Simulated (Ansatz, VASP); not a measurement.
## WSe2: VASP beside Ansatz

```
CELL_PARAMETERS angstrom
3.27025 0.00000 0.00000
-1.63513 2.83212 0.00000
0.00000 0.00000 16.99444
ATOMIC_POSITIONS crystal
W 0.00000 0.00000 0.00000
Se 0.33333 0.66667 0.09843
Se 0.33333 0.66667 0.90157
```

Change from the starting cell: strain along c alone, the other axes held, atoms relaxed: +2.0 %.

Alike in both runs: functional PBEsol; k mesh 12 × 12 × 2; occupations gaussian, width 0.02 eV; no spin polarisation.

Ansatz relaxed the structure, and its values are those at the end. VASP's run is a single point on that final structure, the one shown.

```csv
,VASP,Ansatz
version,VASP 6.6.1,Ansatz 0.2.0
potentials or method,"VASP PAW PBE potentials, release 64 (W_sv, Se), cutoff 520 eV","scalar-relativistic, plane waves, PAW"
valence electrons in the cell,26,46
```

|  | VASP | Ansatz | Ansatz less VASP |
| --- | --- | --- | --- |
| gap on the k mesh at the Fermi level (eV) | 1.69 | 1.69 | -0.001 |
| least direct gap on the mesh (eV) | 1.69 | 1.69 | +0.003 |
| rms of the force components (eV/Å) | 0.029 | 0.000 | -0.0290 |

VASP's potentials were made for PBE, not for PBEsol. VASP's potentials hold 26 valence electrons a cell and Ansatz's 46, so a difference there can come from the potentials and not from the codes. Ansatz's warnings: stress scf threshold loose.

Neither program's run includes spin-orbit coupling.
